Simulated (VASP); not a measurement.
ZrTa2C2:

```
Zr Ta C
1.0
     3.52814    0.00000    0.00000
    -1.76407    3.05546    0.00000
     0.00000    0.00000    6.25537
Zr Ta C
1 2 2
Direct
  0.00000 0.00000 0.00000
  0.33333 0.66667 0.29091
  0.66667 0.33333 0.70909
  0.33333 0.66667 0.62531
  0.66667 0.33333 0.37469
```

The cell was built from a structure type or drawn by symmetry, and may not be a known phase.

```yaml
Program: VASP 6.6.1
Task: relaxation of cell and atoms
Functional: PBE
Potentials_or_basis: VASP PAW PBE potentials, release 64 (Zr_sv, Ta_pv, C)
Cutoff: 600 eV
k_mesh: 6 × 6 × 4
Occupations: gaussian, width 0.1 eV
Spin: no spin polarisation
```

At the start: pressure 29.4 GPa; volume 13.49 Å³/atom.

Question: Where does the relaxation end?

Answer: Over 47 steps the energy falls by 1477.1 meV/atom and the volume is 13.73 Å³/atom (+1.8 %); space group P-3m1 (No. 164, to 0.1 Å) before and after.

The path:
```csv
step,energy change (eV),largest force (eV/Å),pressure (GPa),volume (Å³)
1,0.0000,3.7815,29.45,67.43
3,-2.1351,3.1890,-11.76,83.57
5,-3.9540,3.3212,1.35,77.16
7,-4.9072,1.9718,-0.94,75.13
9,-5.4020,2.0758,2.76,70.39
11,-5.7195,0.5124,-0.11,69.35
13,-5.8686,0.6626,0.78,69.46
15,-5.9044,0.3047,-3.44,70.41
17,-5.9398,0.3415,-0.55,69.23
19,-5.9646,0.7249,4.30,67.39
21,-6.0703,0.5761,5.96,66.58
23,-6.0559,3.2913,22.07,63.10
25,-6.3729,1.1463,13.72,64.51
27,-6.3965,1.4360,14.29,64.43
29,-6.3999,1.6930,14.72,64.37
31,-6.4785,1.6910,13.18,64.73
33,-6.7740,1.7007,6.45,66.34
35,-6.9391,1.9342,-13.45,72.75
37,-7.1497,1.6821,-5.43,69.85
39,-7.3068,0.9374,1.55,68.18
41,-7.3683,0.3352,-1.32,69.05
43,-7.3742,0.1072,-2.49,69.46
45,-7.3830,0.2033,0.20,68.68
47,-7.3856,0.0225,-0.21,68.65
```

Final structure:
```yaml
crystal:
  lattice:
    - [3.21124, 0.00000, 0.00000]
    - [-1.60562, 2.78101, 0.00000]
    - [0.00000, 0.00000, 7.68734]
  atoms:
    - { symbol: Zr, position: [0.00000, 0.00000, 0.00000] }
    - { symbol: Ta, position: [0.33333, 0.66667, 0.33380] }
    - { symbol: Ta, position: [0.66667, 0.33333, 0.66621] }
    - { symbol: C, position: [0.33333, 0.66667, 0.81139] }
    - { symbol: C, position: [0.66667, 0.33333, 0.18861] }
```

Caveat: a cell axis changed by over 15 % at a fixed basis, so the end point is rough.
